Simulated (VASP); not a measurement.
Input of a VASP 6.6.1 run:

INCAR

```
PREC = Accurate ; ENCUT = 520
EDIFF = 1E-6 ; ISMEAR = -1
SIGMA = 0.05 ; LREAL = False
LASPH = True ; NELM = 60
ALGO = Normal ; ISIF = 2
LWAVE = False ; LCHARG = False
GGA = PE ; IVDW = 13
NBANDS = 53
```

File KPOINTS:

```
Automatic mesh
0
Gamma
  4 4 2
```

The input POSCAR:

```
Hf2Pd2Se2Br2O3
1.0
    5.6597481732     -0.0000028370      0.0000000000
   -2.8298716297      4.9014871155      0.0000000000
    0.0000000000      0.0000000000      8.2567861110
Hf Pd Se Br O
2 2 2 2 3
Direct
    0.3333333333      0.6666666667      0.5404996725
    0.6666666667      0.3333333333      0.5404996725
    0.3333333333      0.6666666667      0.1405980809
    0.6666666667      0.3333333333      0.1405980809
    0.3333333333      0.6666666667      0.8609885715
    0.6666666667      0.3333333333      0.8609885715
    0.0000000000      0.0000000000      0.1397334554
    0.0000000000      0.0000000000      0.6533536922
    0.5000000000      0.0000000000      0.4191600675
    0.0000000000      0.5000000000      0.4191600675
    0.5000000000      0.5000000000      0.4191600675
```

Potentials or basis: VASP PAW PBE potentials, release 64 (Hf_pv, Pd, Se, Br, O).

The run is started by

```bash
$ cat potpaw_PBE.64/Hf_pv/POTCAR potpaw_PBE.64/Pd/POTCAR potpaw_PBE.64/Se/POTCAR potpaw_PBE.64/Br/POTCAR potpaw_PBE.64/O/POTCAR > POTCAR
$ mpirun -np 1 vasp_std > vasp.out
```

(1) Predict the largest force.

(2) What does it give for the pressure?

(3) Estimate the band gap on the k mesh.

Answers

(1) 0.168 eV/Å.

(2) -0.4 GPa.

(3) zero (bands 42 and 43 overlap by 0.07 eV).

Caveat: the k points lie up to 0.38 Å⁻¹ apart; spin-orbit coupling is left out, which moves the levels of the heavy elements.
